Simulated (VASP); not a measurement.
# C (P6_3/mmc) in VASP: a series of runs

Runs on C. Level: r2SCAN. Tasks: single point, relaxation of cell and atoms.

All numbers are computed with VASP 6.6.1; they aren't measurements. Logs are shortened: lines on timing, memory, paths and dates and some standing lists are left out, and cuts for length are marked.

### Step 1. The cell of the first run

Symmetry: P6_3/mmc, No. 194, hexagonal system. Conventional cell: a = 2.520 Å, b = 2.520 Å, c = 4.180 Å, α = 90.00°, β = 90.00°, γ = 120.00°. C (site symmetry 3m) has 4 C at 1.55 to 1.56 Å within 2.1 Å.

### Step 2. Single point, r2SCAN

POSCAR

```
C
1.0
    2.5200000000      0.0000000000      0.0000000000
   -1.2600000000      2.1823840175      0.0000000000
    0.0000000000      0.0000000000      4.1800000000
C
4
Direct
    0.3333333333      0.6666666667      0.0000000000
    0.6666666667      0.3333333333      0.5000000000
    0.3333333333      0.6666666667      0.3740000000
    0.6666666667      0.3333333333      0.8740000000
```

INCAR.step1

```
SYSTEM = C
PREC     = Accurate       ! precision mode
ENCUT    = 520            ! plane-wave cutoff, eV
ISMEAR   = 0              ! smearing method
SIGMA    = 0.1            ! smearing width, eV
LREAL    = .FALSE.        ! projectors in reciprocal space
LASPH    = .TRUE.         ! aspherical terms in the spheres
NELM     = 100            ! most SCF steps
NBANDS   = 16             ! bands
GGA      = PE             ! functional
ALGO     = Normal         ! electronic algorithm
EDIFF    = 1E-4           ! SCF threshold, eV
LWAVE    = .TRUE.         ! write WAVECAR
LCHARG   = .FALSE.        ! write CHGCAR
```

INCAR.step2

```
SYSTEM = C
PREC     = Accurate       ! precision mode
ENCUT    = 520            ! plane-wave cutoff, eV
EDIFF    = 1E-6           ! SCF threshold, eV
ISMEAR   = 0              ! smearing method
SIGMA    = 0.1            ! smearing width, eV
LREAL    = .FALSE.        ! projectors in reciprocal space
LASPH    = .TRUE.         ! aspherical terms in the spheres
NELM     = 100            ! most SCF steps
ALGO     = Normal         ! electronic algorithm
ISIF     = 2              ! what is computed and relaxed
LWAVE    = .FALSE.        ! write WAVECAR
LCHARG   = .FALSE.        ! write CHGCAR
METAGGA  = R2SCAN         ! meta-GGA
LMIXTAU  = .TRUE.       
NBANDS   = 16             ! bands
ISTART   = 1
```

KPOINTS

```
Automatic mesh
0
G
  9 9 4
  0 0 0
```

Potentials or basis: VASP PAW PBE potentials, release 64 (C).

On the command line:

```
> cat potpaw_PBE.64/C/POTCAR > POTCAR
> cp INCAR.step1 INCAR
> mpirun -np 1 vasp_std > vasp.out
> cp INCAR.step2 INCAR
> mpirun -np 1 vasp_std > vasp.out
```

OUTCAR:

```text
SYSTEM = C
   PREC = Accurate
   ENCUT = 520
   EDIFF = 1E-6
   ISMEAR = 0
   LREAL = .FALSE.
   LASPH = .TRUE.
   NELM = 100
   ISIF = 2
   METAGGA = R2SCAN
   ISTART = 1

 ion  position               nearest neighbor table
   1  0.333  0.667  0.000-   4 1.55   4 1.55   4 1.55   3 1.56
   2  0.667  0.333  0.500-   3 1.55   3 1.55   3 1.55   4 1.56
   3  0.333  0.667  0.374-   2 1.55   2 1.55   2 1.55   1 1.56
   4  0.667  0.333  0.874-   1 1.55   1 1.55   1 1.55   2 1.56

  LATTYP: Found a hexagonal cell.
 ALAT       =     2.5200000000
 C/A-ratio  =     1.6587301587

  Lattice vectors:

 A1 = (   2.5200000000,   0.0000000000,   0.0000000000)
 A2 = (  -1.2600000000,   2.1823840175,   0.0000000000)
 A3 = (   0.0000000000,   0.0000000000,   4.1800000000)

Analysis of symmetry for initial positions (statically):
=====================================================================
 Subroutine PRICEL returns:
 Original cell was already a primitive cell.

 Routine SETGRP: Setting up the symmetry group for a
 hexagonal supercell.

 Subroutine GETGRP returns: Found 24 space group operations
 (whereof  6 operations were pure point group operations)
 out of a pool of 24 trial point group operations.

The static configuration has the point symmetry C_3v.
 The point group associated with its full space group is D_6h.

Analysis of symmetry for dynamics (positions and initial velocities):
=====================================================================
 Subroutine PRICEL returns:
 Original cell was already a primitive cell.

 Routine SETGRP: Setting up the symmetry group for a
 hexagonal supercell.

 Subroutine GETGRP returns: Found 24 space group operations
 (whereof  6 operations were pure point group operations)
 out of a pool of 24 trial point group operations.

The dynamic configuration has the point symmetry C_3v.
 The point group associated with its full space group is D_6h.

 Subroutine INISYM returns: Found 24 space group operations
 (whereof  6 operations are pure point group operations),
 and found     1 'primitive' translations

----------------------------------------------------------------------------------------

                                     Primitive cell

  volume of cell :      22.9884

  direct lattice vectors                    reciprocal lattice vectors
     2.520000000  0.000000000  0.000000000     0.396825397  0.229107250  0.000000000
    -1.260000000  2.182384017  0.000000000     0.000000000  0.458214499  0.000000000
     0.000000000  0.000000000  4.180000000     0.000000000  0.000000000  0.239234450

  length of vectors
     2.520000000  2.520000000  4.180000000     0.458214499  0.458214499  0.239234450

  position of ions in fractional coordinates (direct lattice)
     0.333333333  0.666666667  0.000000000
     0.666666667  0.333333333  0.500000000
     0.333333333  0.666666667  0.374000000
     0.666666667  0.333333333  0.874000000

  ion indices of the primitive-cell ions
   primitive index   ion index
                 1           1
                 2           2
                 3           3
                 4           4

----------------------------------------------------------------------------------------

 KPOINTS: Automatic mesh

Automatic generation of k-mesh.
 Grid dimensions read from file:
 generate k-points for:    9    9    4

 Generating k-lattice:

  Cartesian coordinates                     Fractional coordinates (reciprocal lattice)
     0.044091711  0.025456361  0.000000000     0.111111111  0.000000000  0.000000000
     0.000000000  0.050912722  0.000000000     0.000000000  0.111111111  0.000000000
     0.000000000  0.000000000  0.059808612     0.000000000  0.000000000  0.250000000

  Length of vectors
     0.050912722  0.050912722  0.059808612

  Shift w.r.t. Gamma in fractional coordinates (k-lattice)
     0.000000000  0.000000000  0.000000000

 Subroutine IBZKPT returns following result:
 ===========================================

 Found     36 irreducible k-points:

 Following reciprocal coordinates:
[... 50 lines left out ...]
      2      -6.1383      2.00000
      3      -3.3247      2.00000
      4       1.9130      2.00000
      5       4.7359      2.00000
      6       5.7823      2.00000
[... 8 lines left out ...]
     15      25.0706      0.00000
     16      25.7351      0.00000

 k-point     4 :       0.3333   -0.0000    0.0000
  band No.  band energies     occupation
      1     -10.2184      2.00000
      2      -4.7256      2.00000
      3      -2.7074      2.00000
      4      -0.7704      2.00000
      5       2.7701      2.00000
      6       3.6966      2.00000
[... 8 lines left out ...]
     15      25.4586      0.00000
     16      26.9165      0.00000

 k-point     5 :       0.4444    0.0000    0.0000
  band No.  band energies     occupation
      1      -8.2670      2.00000
      2      -4.8892      2.00000
      3      -2.8876      2.00000
      4      -0.1221      2.00000
      5       0.0555      2.00000
      6       3.1278      2.00000
[... 8 lines left out ...]
     15      27.0028      0.00000
     16      29.0570      0.00000

 k-point     6 :       0.1111    0.1111    0.0000
  band No.  band energies     occupation
      1     -12.0661      2.00000
      2      -6.4251      2.00000
      3      -3.5777      2.00000
      4       3.0815      2.00000
      5       4.5998      2.00000
      6       6.7899      2.00000
[... 8 lines left out ...]
     15      25.4571      0.00000
     16      26.0023      0.00000
[... 267 lines left out ...]
 k-point    21 :       0.4444    0.1111    0.2500
  band No.  band energies     occupation
      1      -7.0439      2.00000
      2      -5.1395      2.00000
      3      -3.6652      2.00000
      4      -1.8206      2.00000
      5       1.8736      2.00000
      6       2.8727      2.00000
[... 8 lines left out ...]
     15      25.5660      0.00000
     16      28.2559      0.00000

 k-point    22 :       0.2222    0.2222    0.2500
  band No.  band energies     occupation
      1      -8.8967      2.00000
      2      -5.6968      2.00000
      3      -1.8180      2.00000
      4       0.9430      2.00000
      5       1.4634      2.00000
      6       1.6380      2.00000
[... 8 lines left out ...]
     15      23.9041      0.00000
     16      26.1206      0.00000

 k-point    23 :       0.3333    0.2222    0.2500
  band No.  band energies     occupation
      1      -6.9993      2.00000
      2      -4.4709      2.00000
      3      -3.3384      2.00000
      4      -0.9409      2.00000
      5       0.0532      2.00000
      6       2.6260      2.00000
[... 8 lines left out ...]
     15      24.9726      0.00000
     16      26.5970      0.00000

 k-point    24 :       0.3333    0.3333    0.2500
  band No.  band energies     occupation
      1      -5.3335      2.00000
      2      -5.3335      2.00000
      3      -1.9922      2.00000
      4      -1.9922      2.00000
      5      -1.2054      2.00000
      6       1.6564      2.00000
[... 8 lines left out ...]
     15      25.8744      0.00000
     16      25.8744      0.00000

 [... further k-points ...]
[... 5 lines left out ...]
  --------------------------------------------------------------------------------------
  -------------------------------------------------------------------------------------
  Total       -1.0959078     -1.0959078     -0.3804390      0.0000000     -0.0000000      0.0000000
  in kB      -76.3794619    -76.3794619    -26.5147557      0.0000000     -0.0000000      0.0000000
  external PRESSURE =     -59.7578932 kB  Pullay stress =       0.0000000 kB

 VOLUME and BASIS-vectors are now :
 -----------------------------------------------------------------------------
  energy-cutoff  :      520.00
  volume of cell :       22.99
      direct lattice vectors                 reciprocal lattice vectors
     2.520000000  0.000000000  0.000000000     0.396825397  0.229107250  0.000000000
    -1.260000000  2.182384017  0.000000000     0.000000000  0.458214499  0.000000000
     0.000000000  0.000000000  4.180000000     0.000000000  0.000000000  0.239234450

 POSITION                                       TOTAL-FORCE (eV/Angst)
 -----------------------------------------------------------------------------------
     -0.00000      1.45492      0.00000         0.000000     -0.000000     -0.090759
      1.26000      0.72746      2.09000        -0.000000      0.000000     -0.090759
     -0.00000      1.45492      1.56332         0.000000     -0.000000      0.090759
      1.26000      0.72746      3.65332        -0.000000      0.000000      0.090759
 -----------------------------------------------------------------------------------
    total drift:                               -0.000000      0.000000      0.000002

  FREE ENERGIE OF THE ION-ELECTRON SYSTEM (eV)
  ---------------------------------------------------
  free  energy   TOTEN  =       -39.1982534894 eV

  energy  without entropy=      -39.1982534894  energy(sigma->0) =      -39.19825349
```

It used 51 s of CPU time on 1 thread of AMD EPYC 7R13 Processor (Zen 3) (shared host).

What came out:

```yaml
Free_energy: -39.1983 eV
Pressure: -6.0 GPa
Largest_force: 0.091 eV/Å
Band_gap_on_the_k_mesh: 3.57 eV, indirect (least direct gap 5.08 eV)
```

Forces on the atoms (eV/Å):
```
C    0.000  0.000 -0.091
C    0.000  0.000 -0.091
C    0.000  0.000  0.091
C    0.000  0.000  0.091
```

Levels at points of the mesh, in eV from the valence-band top:
| k point | band 6 | band 7 | band 8 | band 9 | band 10 | band 11 |
| --- | --- | --- | --- | --- | --- | --- |
| (0.00, 0.00, 0.00) | -0.55 | 0.00 | 0.00 | 5.08 | 5.08 | 5.66 |
| (0.00, 0.00, 0.50) | -1.98 | -1.98 | -1.98 | 7.50 | 7.50 | 7.50 |

Caveat: the PAW data sets were made with another functional, which shifts forces and pressure a little.

### Step 3. Single point, r2SCAN

This run uses another cell than the first one, of 5.66 Å³/atom, 0.984 times its volume.

POSCAR

```
C
1.0
    2.5031802500      0.0000000000      0.0000000000
   -1.2515901250      2.1678176868      0.0000000000
    0.0000000000      0.0000000000      4.1688550419
C
4
Direct
    0.3333333333      0.6666666667     -0.0002690425
    0.6666666667      0.3333333333      0.4997309575
    0.3333333333      0.6666666667      0.3742690425
    0.6666666667      0.3333333333      0.8742690425
```

INCAR.step1

```
SYSTEM = C
  PREC = Accurate
  ENCUT = 520
  ISMEAR = 0
  SIGMA = 0.02
  LREAL = .False.
  LASPH = .True.
  NELM = 80
  NBANDS = 16
  GGA = PE
  ALGO = Normal
  EDIFF = 1E-4
  LWAVE = .True.
  LCHARG = .False.
```

INCAR.step2

```
SYSTEM = C
  PREC = Accurate
  ENCUT = 520
  EDIFF = 1E-7
  ISMEAR = 0
  SIGMA = 0.02
  LREAL = .False.
  LASPH = .True.
  NELM = 80
  ALGO = Normal
  ISIF = 2
  LWAVE = .False.
  LCHARG = .False.
  METAGGA = R2SCAN
  LMIXTAU = .True.
  NBANDS = 16
  ISTART = 1
```

KPOINTS

```
regular mesh
0
Gamma
  9 9 6
  0 0 0
```

Potentials or basis: VASP PAW PBE potentials, release 64 (C).

On the command line:

```
> cat potpaw_PBE.64/C/POTCAR > POTCAR
> cp INCAR.step1 INCAR
> mpirun -np 1 vasp_std > vasp.out
> cp INCAR.step2 INCAR
> mpirun -np 1 vasp_std > vasp.out
```

It used 88 s of CPU time on 1 thread of AMD EPYC 7R13 Processor (Zen 3), with other jobs on the host.

It converged, with:

| Item | Value |
| --- | --- |
| Free energy | -39.2043 eV |
| Pressure | 1.1 GPa |
| Largest force | 0.010 eV/Å |
| Band gap on the k mesh | 3.56 eV, indirect (least direct gap 5.19 eV) |

Forces on the atoms (eV/Å):
```
C    0.000  0.000  0.010
C    0.000  0.000  0.010
C    0.000  0.000 -0.010
C    0.000  0.000 -0.010
```

Stress tensor (GPa, compression positive):
```
1.15 0.00 0.00
0.00 1.15 0.00
0.00 0.00 1.07
```

Levels at points of the mesh, in eV from the valence-band top:
```
           k point  band 5  band 6  band 7  band 8  band 9  band 10  band 11  band 12
(0.00, 0.00, 0.00)   -3.28   -0.50    0.00    0.00    5.19     5.19     5.58     8.47
(0.00, 0.00, 0.50)   -1.97   -1.97   -1.97   -1.97    7.62     7.62     7.62     7.62
```

Caveat: the PAW data sets were made with another functional, which shifts forces and pressure a little. r2SCAN opens gaps a little over a GGA but as a rule still falls short of measured ones.

### Step 4. Single point, r2SCAN

This run uses another cell than the first one, of 5.66 Å³/atom, 0.984 times its volume.

POSCAR is that of step 3.

INCAR.step1

```
SYSTEM = C
ALGO = Normal
EDIFF = 1E-4
ENCUT = 520
GGA = PE
ISMEAR = 0
LASPH = .True.
LCHARG = .False.
LREAL = .False.
LWAVE = .True.
NBANDS = 16
NELM = 100
PREC = Accurate
SIGMA = 0.01
```

INCAR.step2

```
SYSTEM = C
ALGO = Normal
EDIFF = 1E-7
ENCUT = 520
ISIF = 2
ISMEAR = 0
ISTART = 1
LASPH = .True.
LCHARG = .True.
LELF = .True.
LMIXTAU = .True.
LREAL = .False.
LVHAR = .True.
LWAVE = .False.
METAGGA = R2SCAN
NBANDS = 16
NELM = 100
PREC = Accurate
SIGMA = 0.01
```

KPOINTS

```
k-points
0
Gamma
  9 9 6
  0 0 0
```

On the command line:

```
> cat potpaw_PBE.64/C/POTCAR > POTCAR
> cp INCAR.step1 INCAR
> mpirun -np 1 vasp_std > vasp.out
> cp INCAR.step2 INCAR
> mpirun -np 1 vasp_std > vasp.out
```

It used 130 s of CPU time on 1 thread of AMD EPYC 7R13 Processor (Zen 3), on a shared host.

The run converged. Its results:

| Quantity | Value |
| --- | --- |
| Free energy | -39.2043 eV |
| Pressure | 1.1 GPa |
| Largest force | 0.010 eV/Å |
| Band gap on the k mesh | 3.56 eV, indirect (least direct gap 5.19 eV) |

Forces on the atoms (eV/Å):
```
C    0.000  0.000  0.010
C    0.000  0.000  0.010
C    0.000  0.000 -0.010
C    0.000  0.000 -0.010
```

Stress tensor (GPa, compression positive):
```
1.15 0.00 0.00
0.00 1.15 0.00
0.00 0.00 1.07
```

Levels at points of the mesh, in eV from the valence-band top:
| k point | band 5 | band 6 | band 7 | band 8 | band 9 | band 10 | band 11 | band 12 |
| --- | --- | --- | --- | --- | --- | --- | --- | --- |
| (0.00, 0.00, 0.00) | -3.28 | -0.50 | 0.00 | 0.00 | 5.19 | 5.19 | 5.58 | 8.47 |
| (0.00, 0.00, 0.50) | -1.97 | -1.97 | -1.97 | -1.97 | 7.62 | 7.62 | 7.62 | 7.62 |

Caveat: the PAW data sets were made with another functional, which shifts forces and pressure a little.

### Step 5. Relaxation of cell and atoms, r2SCAN

POSCAR

```
C
1.0
    2.5200000000      0.0000000000      0.0000000000
   -1.2600000000      2.1823840175      0.0000000000
    0.0000000000      0.0000000000      4.1800000000
C
4
Direct
    0.3333333333      0.6666666667      0.0000000000
    0.6666666667      0.3333333333      0.5000000000
    0.3333333333      0.6666666667      0.3740000000
    0.6666666667      0.3333333333      0.8740000000
```

INCAR.step1

```
ALGO     = Normal         # electronic algorithm
EDIFF    = 1E-4           # SCF threshold, eV
ENCUT    = 600            # plane-wave cutoff, eV
GGA      = PE             # functional
ISMEAR   = 0              # smearing method
LASPH    = T              # aspherical terms in the spheres
LCHARG   = F              # write CHGCAR
LREAL    = F              # projectors in reciprocal space
LWAVE    = T              # write WAVECAR
NELM     = 80             # most SCF steps
PREC     = Accurate       # precision mode
SIGMA    = 0.02           # smearing width, eV
```

INCAR.step2

```
ALGO     = Normal         # electronic algorithm
EDIFF    = 1E-6           # SCF threshold, eV
EDIFFG   = -0.002         # ionic threshold
ENCUT    = 600            # plane-wave cutoff, eV
IBRION   = 2              # ionic algorithm
ISIF     = 3              # what is computed and relaxed
ISMEAR   = 0              # smearing method
ISTART   = 1            
LASPH    = T              # aspherical terms in the spheres
LCHARG   = F              # write CHGCAR
LMIXTAU  = T            
LREAL    = F              # projectors in reciprocal space
LWAVE    = F              # write WAVECAR
METAGGA  = R2SCAN         # meta-GGA
NELM     = 80             # most SCF steps
NSW      = 100            # ionic steps
PREC     = Accurate       # precision mode
SIGMA    = 0.02           # smearing width, eV
```

KPOINTS

```
k-points
0
Gamma
  9 9 6
```

On the command line:

```
> cat potpaw_PBE.64/C/POTCAR > POTCAR
> cp INCAR.step1 INCAR
> mpirun -np 1 vasp_std > vasp.out
> cp INCAR.step2 INCAR
> mpirun -np 1 vasp_std > vasp.out
```

It used 250 s of CPU time on 1 thread of AMD EPYC 7R13 Processor (Zen 3), with other jobs on the host.

Results (log left out):

```
Free energy                            : -39.2197 eV
Relaxed volume                         : 5.66 Å³/atom
Relaxed cell                           : a = 2.504 Å, b = 2.504 Å, c = 4.170 Å, α = 90.00°, β = 90.00°, γ = 120.00°
Space group after relaxing (to 0.05 Å) : P6_3/mmc (No. 194)
Energy gained by relaxing              : 2.2 meV/atom
Ionic steps                            : 5
Pressure after relaxing                : 0.0 GPa
Band gap on the k mesh                 : 3.56 eV, indirect (least direct gap 5.19 eV)
```

The path:
```tsv
step	energy change (eV)	largest force (eV/Å)	pressure (GPa)	volume (Å³)
1	0.0000	0.0907	-6.75	22.99
2	0.0076	0.2827	9.45	22.19
3	-0.0085	0.0608	-0.18	22.65
4	-0.0082	0.1278	0.33	22.62
5	-0.0086	0.0013	-0.02	22.64
```

Final structure:
```xyz
4
Lattice="2.5039 0.0000 0.0000 -1.2519 2.1684 0.0000 0.0000 0.0000 4.1696" Properties=species:S:1:pos:R:3 pbc="T T T"
C     0.0000    1.4456    4.1686
C     1.2519    0.7228    2.0838
C     0.0000    1.4456    1.5604
C     1.2519    0.7228    3.6452
```

Levels at points of the mesh, in eV from the valence-band top:
| k point | band 4 | band 5 | band 6 | band 7 | band 8 | band 9 | band 10 | band 11 | band 12 |
| --- | --- | --- | --- | --- | --- | --- | --- | --- | --- |
| (0.00, 0.00, 0.00) | -3.28 | -3.28 | -0.51 | 0.00 | 0.00 | 5.19 | 5.19 | 5.58 | 8.45 |
| (0.00, 0.00, 0.50) | -7.49 | -1.97 | -1.97 | -1.97 | -1.97 | 7.61 | 7.61 | 7.61 | 7.61 |

Caveat: the PAW data sets were made with another functional, which shifts forces and pressure a little. A k mesh can miss the band edges.

### Step 6. Overview

```csv
task,cell,k mesh,cutoff (eV),smearing,gap on the mesh (eV),pressure (GPa),largest force (eV/Å)
single point,"a = 2.520, b = 2.520, c = 4.180 Å, angles 90.0, 90.0, 120.0°, 4 atoms",9 × 9 × 4,520,gaussian 0.1 eV,3.57,-6.0,0.09
single point,"a = 2.503, b = 2.503, c = 4.169 Å, angles 90.0, 90.0, 120.0°, 4 atoms",9 × 9 × 6,520,gaussian 0.02 eV,3.56,1.1,0.01
single point,"a = 2.503, b = 2.503, c = 4.169 Å, angles 90.0, 90.0, 120.0°, 4 atoms",9 × 9 × 6,520,gaussian 0.01 eV,3.56,1.1,0.01
relaxation of cell and atoms,"relaxed from a = 2.520, b = 2.520, c = 4.180 Å, angles 90.0, 90.0, 120.0°, 4 atoms",9 × 9 × 6,600,gaussian 0.02 eV,3.56,0.0,-
```

Alike in all rows: level r2SCAN; potentials or basis VASP PAW PBE potentials, release 64 (C); no spin polarisation.

Caveats: the PAW data sets were made with another functional, which shifts forces and pressure a little.

Total energies depend on the potentials used, so only differences within one code and one set of settings carry meaning.
